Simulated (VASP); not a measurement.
## GaN: relaxation of cell and atoms with PBE

Crystal: GaN.

```
Ga N
1.0
     0.00000    2.27424    2.27424
     2.27424    0.00000    2.27424
     2.27424    2.27424    0.00000
Ga N
1 1
Direct
  0.00000 0.00000 0.00000
  0.75000 0.75000 0.75000
```

```
Program                : VASP 6.6.1
Task                   : relaxation of cell and atoms
Functional             : PBE
Potentials or basis    : VASP PAW PBE potentials, release 64 (Ga_d, N)
Cutoff                 : 600 eV
k mesh                 : 10 × 10 × 10
Occupations            : gaussian, width 0.01 eV
Spin                   : no spin polarisation
Target pressure        : 40 GPa
Dipole correction      : no
Further INCAR settings : ALGO = Normal; EDIFF = 1e-06; IBRION = 2; EDIFFG = -0.001; NSW = 80; ISIF = 3
```

The relaxed volume is 9.98 Å³/atom, the relaxed cell is a = 3.045 Å, b = 3.045 Å, c = 3.045 Å, α = 60.00°, β = 60.00°, γ = 60.00° and the space group after relaxing (to 0.05 Å) is F-43m (No. 216). The energy change on relaxing (the enthalpy is what falls) is +191.6 meV/atom and the ionic steps are 12. The pressure after relaxing is 40.0 GPa and the band gap on the k mesh is 2.61 eV, direct.

Step by step:
```
step  energy change (eV)  largest force (eV/Å)  pressure (GPa)  volume (Å³)
   1              0.0000                0.0000           -0.06        23.53
   2              3.7887                0.0000          209.58        14.86
   3              0.3108                0.0000           34.93        20.27
   4              0.3645                0.0000           38.98        20.04
   5              0.3807                0.0000           39.93        19.97
   6              0.3976                0.0000           41.05        19.91
   7              0.3567                0.0000           38.03        20.07
   8              0.3819                0.0000           40.05        19.97
   9              0.3813                0.0000           39.79        19.97
  10              0.3816                0.0000           39.88        19.97
  11              0.3859                0.0000           40.23        19.95
  12              0.3831                0.0000           39.99        19.96
```

Final structure:
```cif
data_structure
_symmetry_space_group_name_H-M 'P 1'
_symmetry_Int_Tables_number 1
_cell_length_a 3.0450
_cell_length_b 3.0450
_cell_length_c 3.0450
_cell_angle_alpha 60.000
_cell_angle_beta 60.000
_cell_angle_gamma 60.000
_cell_volume 19.96
loop_
_atom_site_label
_atom_site_type_symbol
_atom_site_fract_x
_atom_site_fract_y
_atom_site_fract_z
_atom_site_occupancy
Ga1 Ga 0.00000 0.00000 0.00000 1
N1 N 0.75000 0.75000 0.75000 1
```

Levels at points of the mesh, in eV from the valence-band top:
| k point | band 5 | band 6 | band 7 | band 8 | band 9 | band 10 | band 11 | band 12 | band 13 |
| --- | --- | --- | --- | --- | --- | --- | --- | --- | --- |
| (0.00, 0.00, 0.00) | -13.16 | -13.16 | 0.00 | 0.00 | 0.00 | 2.61 | 11.17 | 11.17 | 11.17 |
| (0.50, 0.00, 0.00) | -13.09 | -11.89 | -8.01 | -1.16 | -1.16 | 5.59 | 9.40 | 11.07 | 11.07 |
| (0.50, 0.50, 0.00) | -13.05 | -11.50 | -6.72 | -3.23 | -3.23 | 3.38 | 7.44 | 12.77 | 15.46 |

Run time: 110 s on 1 thread of Intel(R) Xeon(R) Platinum 8375C CPU @ 2.90GHz (Ice Lake), with other jobs on the host, peak memory 0.18 GiB.

Caveat: the cell is relaxed towards a set pressure, so the enthalpy falls and the energy may rise; the volume moved by over 15 % at a fixed basis, so the end points are rough. PBE gaps usually lie below the measured ones, often by a third to a half.
